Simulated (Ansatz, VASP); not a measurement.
## One calculation of Sb, two programs

```
Sb
1.0
     2.07582    1.15323    3.69312
    -2.22539    1.21775    3.75763
    -0.01891   -2.53946    3.78125
Sb
2
Direct
  0.23364 0.23364 0.23364
  0.76636 0.76636 0.76636
```

Change from the starting cell: equal xy, yz and zx shear strains of -3 %.

Alike in both runs: task single point; functional PBE; k mesh 9 × 9 × 9; occupations fermi-dirac, width 0.05 eV; no spin polarisation.

```csv
,VASP,Ansatz
version,VASP 6.6.1,Ansatz 0.2.0
potentials or method,"VASP PAW PBE potentials, release 64 (Sb), cutoff 520 eV","all-electron LAPW, scalar-relativistic"
```

|  | VASP | Ansatz | Ansatz less VASP |
| --- | --- | --- | --- |
| pressure (GPa) | 3.3 | 3.2 | -0.07 |
| traceless stress, the component that is largest in VASP (GPa) | 1.91 | 1.90 | -0.007 |
| rms of the force components (eV/Å) | 0.176 | 0.154 | -0.0223 |

Atom by atom the forces differ by 0.026 eV/Å (rms over components). Ansatz ran all-electron here, and VASP with PAW potentials.

Spin-orbit coupling is off throughout.
